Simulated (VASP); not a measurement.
# AlNi3 (Pm-3m) in VASP: settings compared, part 2 of 2

VASP 6.6.1. Earlier steps stand in the parts before.

### Step 3. Relaxation of cell and atoms, PBEsol, collinear spin, ferromagnetic start, target pressure 30 GPa, at which the enthalpy is minimised

INCAR reads:

```
PREC = Accurate
ENCUT = 600
EDIFF = 1E-6
ISMEAR = -1
SIGMA = 0.05
LREAL = False
LASPH = True
NELM = 150
ALGO = Normal
ISIF = 3
LWAVE = False
LCHARG = False
ISPIN = 2
MAGMOM = 1 1 1 0
LORBIT = 11
LMAXMIX = 4
GGA = PS
IBRION = 2
NSW = 60
EDIFFG = -0.01
PSTRESS = 300.0
```

KPOINTS reads:

```
regular mesh
0
Gamma
  8 8 8
```

POSCAR reads:

```
AlNi3
1.0
    3.5230547267      0.0000000000      0.0000000000
    0.0000000000      3.5230547267      0.0000000000
    0.0000000000      0.0000000000      3.5230547267
Ni Al
3 1
Direct
    0.5000000000      0.5000000000      0.0000000000
    0.5000000000      0.0000000000      0.5000000000
    0.0000000000      0.5000000000      0.5000000000
    0.0000000000      0.0000000000      0.0000000000
```

Potentials or basis: VASP PAW PBE potentials, release 64 (Ni, Al).

Command:

```sh
cat potpaw_PBE.64/Ni/POTCAR potpaw_PBE.64/Al/POTCAR > POTCAR
mpirun -np 1 vasp_std > vasp.out
```

OUTCAR:

```text
PREC = Accurate
   ENCUT = 600
   EDIFF = 1E-6
   ISMEAR = -1
   LREAL = False
   LASPH = True
   NELM = 150
   ISIF = 3
   ISPIN = 2
   LORBIT = 11
   GGA = PS
   IBRION = 2
   NSW = 60
   EDIFFG = -0.01
   PSTRESS = 300.0

 ion  position               nearest neighbor table
   1  0.500  0.500  0.000-   2 2.49   3 2.49   4 2.49   2 2.49   3 2.49   2 2.49   4 2.49   2 2.49
                             3 2.49   4 2.49   3 2.49   4 2.49
   2  0.500  0.000  0.500-   1 2.49   3 2.49   4 2.49   1 2.49   4 2.49   1 2.49   3 2.49   1 2.49
                             3 2.49   4 2.49   4 2.49   3 2.49
   3  0.000  0.500  0.500-   1 2.49   2 2.49   4 2.49   1 2.49   4 2.49   2 2.49   4 2.49   4 2.49
                             1 2.49   2 2.49   1 2.49   2 2.49
   4  0.000  0.000  0.000-   1 2.49   2 2.49   3 2.49   2 2.49   3 2.49   1 2.49   3 2.49   3 2.49
                             1 2.49   2 2.49   2 2.49   1 2.49

  LATTYP: Found a simple cubic cell.
 ALAT       =     3.5230547267

  Lattice vectors:

 A1 = (   3.5230547267,   0.0000000000,   0.0000000000)
 A2 = (   0.0000000000,   3.5230547267,   0.0000000000)
 A3 = (   0.0000000000,   0.0000000000,   3.5230547267)

Analysis of symmetry for initial positions (statically):
=====================================================================
 Subroutine PRICEL returns:
 Original cell was already a primitive cell.

 Routine SETGRP: Setting up the symmetry group for a
 simple cubic supercell.

 Subroutine GETGRP returns: Found 48 space group operations
 (whereof 48 operations were pure point group operations)
 out of a pool of 48 trial point group operations.

The static configuration has the point symmetry O_h .

Analysis of symmetry for dynamics (positions and initial velocities):
=====================================================================
 Subroutine PRICEL returns:
 Original cell was already a primitive cell.

 Routine SETGRP: Setting up the symmetry group for a
 simple cubic supercell.

 Subroutine GETGRP returns: Found 48 space group operations
 (whereof 48 operations were pure point group operations)
 out of a pool of 48 trial point group operations.

The dynamic configuration has the point symmetry O_h .

Analysis of structural, dynamic, and magnetic symmetry:
=====================================================================
 Subroutine PRICEL returns:
 Original cell was already a primitive cell.

 Routine SETGRP: Setting up the symmetry group for a
 simple cubic supercell.

 Subroutine GETGRP returns: Found 48 space group operations
 (whereof 48 operations were pure point group operations)
 out of a pool of 48 trial point group operations.

The overall configuration has the point symmetry O_h .

 Subroutine INISYM returns: Found 48 space group operations
 (whereof 48 operations are pure point group operations),
 and found     1 'primitive' translations

----------------------------------------------------------------------------------------

                                     Primitive cell

  volume of cell :      43.7279

  direct lattice vectors                    reciprocal lattice vectors
     3.523054727  0.000000000  0.000000000     0.283844583  0.000000000  0.000000000
     0.000000000  3.523054727  0.000000000     0.000000000  0.283844583  0.000000000
     0.000000000  0.000000000  3.523054727     0.000000000  0.000000000  0.283844583

  length of vectors
     3.523054727  3.523054727  3.523054727     0.283844583  0.283844583  0.283844583

  position of ions in fractional coordinates (direct lattice)
     0.500000000  0.500000000  0.000000000
     0.500000000  0.000000000  0.500000000
[... 42 lines left out ...]
  0.500000  0.000000  0.000000      3.000000
  0.125000  0.125000  0.000000     12.000000
[... 16 lines left out ...]
  0.375000  0.375000  0.125000     24.000000
  0.500000  0.375000  0.125000     24.000000
 [... further k-points ...]
   k-points           NKPTS =     35   k-points in BZ     NKDIM =     35   number of bands    NBANDS=     22
   number of dos      NEDOS =    301   number of ions     NIONS =      4
   total plane-waves  NPLWV =  21952
   dimension x,y,z NGX =    28 NGY =   28 NGZ =   28
   dimension x,y,z NGXF=    56 NGYF=   56 NGZF=   56
   ions per type =               3   1
   NGX,Y,Z   is equivalent  to a cutoff of  13.21, 13.21, 13.21 a.u.
   NGXF,Y,Z  is equivalent  to a cutoff of  26.43, 26.43, 26.43 a.u.
 SYSTEM =  unknown system
   PREC   = accura    normal or accurate (medium, high low for compatibility)
   ISTART =      0    job   : 0-new  1-cont  2-samecut
   ICHARG =      2    charge: 1-file 2-atom 10-const
   ISPIN  =      2    spin polarized calculation?
   LNONCOLLINEAR =      F non collinear calculations
   LSORBIT =      F    spin-orbit coupling
   LASPH  =      T    aspherical Exc in radial PAW
   ENCUT  =  600.0 eV  44.10 Ry    6.64 a.u.   7.04  7.04  7.04*2*pi/ulx,y,z
   NELM   =    150;   NELMIN=  2; NELMDL= -5     # of ELM steps
   EDIFF  = 0.1E-05   stopping-criterion for ELM
   LREAL  =      F    real-space projection
   EDIFFG = -.1E-01   stopping-criterion for IOM
   NSW    =     60    number of steps for IOM
   IBRION =      2    ionic relax: 0-MD 1-quasi-New 2-CG
   NFREE  =      1    steps in history (QN), initial steepest desc. (CG)
   ISIF   =      3    stress and relaxation
   ISYM   =      2    0-nonsym 1-usesym 2-fastsym
   POTIM  = 0.5000    time-step for ionic-motion
   TEBEG  =    0.0;   TEEND  =   0.0 temperature during run
   PSTRESS=  300.0 pullay stress
   NELECT =      33.0000    total number of electrons
   NUPDOWN=      -1.0000    fix difference up-down
   EMIN   =  10.00;   EMAX   =-10.00  energy-range for DOS
   EFERMI =   0.00;   METHOD = LEGACY
   ISMEAR =    -1;   SIGMA  =   0.05  broadening in eV -4-tet -1-fermi 0-gaus
   EFERMI_NEDOS =   21; number of points for ismear=-14 and -15
   IALGO  =     38    algorithm
   IMIX   =      4    mixing-type and parameters
     AMIX     =   0.40;   BMIX     =  1.00
     AMIX_MAG =   1.60;   BMIX_MAG =  1.00
  volume/ion in A,a.u.               =      10.93        73.77
  Fermi-wavevector in a.u.,A,eV,Ry     =   1.490482  2.816603 30.225843  2.221537
  Thomas-Fermi vector in A             =   2.603258
   LORBIT       =     11    0 simple, 1 ext, 2 COOP (PROOUT), +10 PAW based schemes
   GGA     = PS    functional components
   LHFCALC =     F    Hartree Fock is set to
   AEXX    =    0.0000 exact exchange contribution
   IVDW    =     0    specifies the selected vdW correction
   LEPSILON=     F    determine dielectric tensor
   LRPA    =     F    only Hartree local field effects (RPA)
 conjugate gradient relaxation of ions
 spin polarized calculation
  energy-cutoff  :      600.00
  volume of cell :       43.73
 maximum number of plane-waves:      1492
   NGX = 15   NGY = 15   NGZ = 15

--------------------------------------- Ionic step        1  -------------------------------------------

 number of electron      32.9999981 magnetization       0.6235487

 Free energy of the ion-electron system (eV)
  ---------------------------------------------------
  ext. energy  EPLUGINS =         0.00000000
  ---------------------------------------------------
  free energy    TOTEN  =       -24.30282707 eV

  energy without entropy =      -24.27084271  energy(sigma->0) =      -24.28683489

 E-fermi :   9.7617     XC(G=0): -13.0032

 val. band max:        9.7554631445   @ k =   0.3750   0.2500   0.1250
 cond. band min:       9.7743400538   @ k =   0.2500   0.2500   0.0000
 fundamental gap:      0.0188769093
 Fermi energy:         9.7616536182

 spin component 1

 k-point     1 :       0.0000    0.0000    0.0000
  band No.  band energies     occupation
      1      -0.4097      1.00000
      2       5.2910      1.00000
      3       5.9786      1.00000
      4       5.9786      1.00000
      5       6.3561      1.00000
      6       6.3561      1.00000
[... 1436 lines left out ...]
--------------------------------------- Ionic step        7  -------------------------------------------

 number of electron      33.0000034 magnetization       0.0016122

 Free energy of the ion-electron system (eV)
  ---------------------------------------------------
  ext. energy  EPLUGINS =         0.00000000
  ---------------------------------------------------
  free energy    TOTEN  =       -23.90201596 eV

  energy without entropy =      -23.86421630  energy(sigma->0) =      -23.88311613

 E-fermi :  11.4815     XC(G=0): -13.6642

 val. band max:       11.4793340511   @ k =   0.3750   0.3750   0.3750
 cond. band min:      11.4861173768   @ k =   0.3750   0.3750   0.3750
 fundamental gap:      0.0067833256
 Fermi energy:        11.4814912787

 spin component 1

 k-point     1 :       0.0000    0.0000    0.0000
  band No.  band energies     occupation
      1       0.4693      1.00000
      2       6.2944      1.00000
      3       7.1136      1.00000
      4       7.1136      1.00000
      5       7.5983      1.00000
      6       7.5983      1.00000
[... 1230 lines left out ...]
  energy  without entropy=      -23.8642162951  energy(sigma->0) =      -23.88311613

  enthalpy is  TOTEN    =       -16.6265215153 eV   P V=        7.2754944494

 reached required accuracy - stopping structural energy minimisation

 total charge

# of ion       s       p       d       tot
------------------------------------------
    1        0.569   0.672   8.470   9.710
    2        0.569   0.672   8.470   9.710
    3        0.569   0.672   8.470   9.710
    4        0.428   0.460   0.000   0.888
--------------------------------------------------
tot          2.134   2.474  25.410  30.018

 magnetization (x)

# of ion       s       p       d       tot
------------------------------------------
    1       -0.000  -0.000   0.001   0.001
    2       -0.000  -0.000   0.001   0.001
    3       -0.000  -0.000   0.001   0.001
    4       -0.000  -0.000   0.000  -0.000
--------------------------------------------------
tot         -0.000  -0.000   0.002   0.002
```

Run time: 3.1 min. Hardware: 1 thread of Intel Xeon Platinum 8488C (Sapphire Rapids), shared host; peak memory 0.22 GiB.

Results:

| Property | Result |
| --- | --- |
| Free energy | -23.9020 eV |
| Relaxed volume | 9.71 Å³/atom |
| Relaxed cell | a = 3.387 Å, b = 3.387 Å, c = 3.387 Å, α = 90.00°, β = 90.00°, γ = 90.00° |
| Space group after relaxing (to 0.1 Å) | Pm-3m (No. 221) |
| Energy change on relaxing (the run minimises the enthalpy) | +100.2 meV/atom |
| Ionic steps | 7 |
| Pressure after relaxing | 30.1 GPa |
| Net moment | 0.00 μB per cell |
| Valence electrons inside the program's atomic spheres | Ni 9.71; Al 0.89 |

Step by step:
| step | energy change (eV) | largest force (eV/Å) | pressure (GPa) | volume (Å³) |
| --- | --- | --- | --- | --- |
| 1 | 0.0000 | 0.0000 | -0.64 | 43.73 |
| 2 | 3.5982 | 0.0000 | 131.19 | 31.79 |
| 3 | 0.3503 | 0.0000 | 27.44 | 39.14 |
| 4 | 0.3928 | 0.0000 | 29.76 | 38.90 |
| 5 | 0.4101 | 0.0000 | 30.48 | 38.81 |
| 6 | 0.3836 | 0.0000 | 29.17 | 38.95 |
| 7 | 0.4008 | 0.0000 | 30.06 | 38.86 |

Final structure:
```yaml
crystal:
  lattice:
    - [3.38702, 0.00000, 0.00000]
    - [0.00000, 3.38702, 0.00000]
    - [0.00000, 0.00000, 3.38702]
  atoms:
    - { symbol: Ni, position: [0.50000, 0.50000, 0.00000] }
    - { symbol: Ni, position: [0.50000, 0.00000, 0.50000] }
    - { symbol: Ni, position: [0.00000, 0.50000, 0.50000] }
    - { symbol: Al, position: [0.00000, 0.00000, 0.00000] }
```

Caveat: the cell is relaxed towards a set pressure, so the run minimises the enthalpy, not the energy; the moments typed at the start vanished in this run; the PAW data sets were made with another functional, which shifts forces and pressure a little.

### Step 4. Single point, PBE, collinear spin, ferrimagnetic start

INCAR reads:

```
ALGO = Normal ; EDIFF = 1E-6
ENCUT = 520 ; GGA = PE
ISIF = 2 ; ISMEAR = -1
ISPIN = 2 ; LASPH = T
LCHARG = T ; LELF = T
LMAXMIX = 4 ; LORBIT = 11
LREAL = F ; LVHAR = T
LWAVE = F ; MAGMOM = 1 -1 1 0
NBANDS = 28 ; NELM = 150
PREC = Accurate ; SIGMA = 0.05
```

KPOINTS reads:

```
k-points
0
Gamma
  8 8 8
```

POSCAR is that of step 3.

Command:

```sh
cat potpaw_PBE.64/Ni/POTCAR potpaw_PBE.64/Al/POTCAR > POTCAR
mpirun -np 1 vasp_std > vasp.out
```

Wall time 6.5 min (1 thread of Intel Xeon 8259CL, shared host); peak memory 0.27 GiB.

It converged, with:

```
Free energy                                           : -21.8720 eV
Pressure                                              : 7.2 GPa
Net moment                                            : 0.66 μB per cell
Site moments                                          : Ni +0.24; Al -0.01 μB
Valence electrons inside the program's atomic spheres : Ni 9.45; Al 0.82
```

Levels at points of the mesh, in eV from the Fermi level:
Spin up:
| k point | band 15 | band 16 | band 17 | band 18 | band 19 | band 20 |
| --- | --- | --- | --- | --- | --- | --- |
| (0.00, 0.00, 0.00) | -0.05 | -0.05 | 0.88 | 0.88 | 0.88 | 6.73 |
| (0.50, 0.00, 0.00) | -1.07 | -0.51 | -0.05 | 5.65 | 5.65 | 5.69 |
| (0.00, 0.50, 0.00) | -1.07 | -0.51 | -0.05 | 5.65 | 5.65 | 5.69 |
| (0.50, 0.50, 0.00) | -1.00 | -0.98 | -0.59 | 0.89 | 0.89 | 8.32 |
| (0.50, 0.00, 0.50) | -1.00 | -0.98 | -0.59 | 0.89 | 0.89 | 8.32 |
| (0.50, 0.50, 0.50) | -1.09 | -0.24 | -0.24 | -0.24 | -0.21 | 3.58 |
Spin down:
| k point | band 14 | band 15 | band 16 | band 17 | band 18 | band 19 |
| --- | --- | --- | --- | --- | --- | --- |
| (0.00, 0.00, 0.00) | 0.35 | 0.35 | 0.35 | 0.85 | 0.85 | 0.85 |
| (0.50, 0.00, 0.00) | -0.96 | -0.85 | -0.33 | 0.35 | 5.70 | 5.70 |
| (0.00, 0.50, 0.00) | -0.96 | -0.85 | -0.33 | 0.35 | 5.70 | 5.70 |
| (0.50, 0.50, 0.00) | -1.12 | -0.81 | -0.61 | -0.46 | 1.16 | 1.16 |
| (0.50, 0.00, 0.50) | -1.12 | -0.81 | -0.61 | -0.46 | 1.16 | 1.16 |
| (0.50, 0.50, 0.50) | -0.92 | -0.92 | -0.23 | 0.11 | 0.11 | 0.11 |

Caveat: the cell stands under pressure.

### Step 5. Summary

| task | level | potentials or basis | spin | fixed moment (μB) | cell | k mesh | cutoff (eV) | gap on the mesh (eV) | pressure (GPa) | moment (μB) |
| --- | --- | --- | --- | --- | --- | --- | --- | --- | --- | --- |
| single point | PBE | VASP PAW PBE potentials, release 64 (Ni_sv_GW, Al) | collinear, ferromagnetic start | 0.8 | as given | 6 × 6 × 6 | 690 | - | 6.5 | 0.80 |
| relaxation of cell and atoms | PBEsol | VASP PAW PBE potentials, release 64 (Ni, Al) | collinear, ferromagnetic start | - | relaxed to 30 GPa | 8 × 8 × 8 | 600 | none | 30.1 | 0.00 |
| single point | PBE | VASP PAW PBE potentials, release 64 (Ni, Al) | collinear, ferrimagnetic start | - | as given | 8 × 8 × 8 | 520 | none | 7.2 | 0.66 |

Alike in all rows: smearing fermi-dirac 0.05 eV.

Caveats: the cell stands under pressure (at least some runs); the total moment is fixed, so each spin has its own Fermi level and the state may be an excited one (at least some runs); the cell is relaxed towards a set pressure, so the run minimises the enthalpy, not the energy (at least some runs); the moments typed at the start vanished in this run (at least some runs); the PAW data sets were made with another functional, which shifts forces and pressure a little (at least some runs).

Total energies depend on the potentials used, so only differences within one code and one set of settings carry meaning.
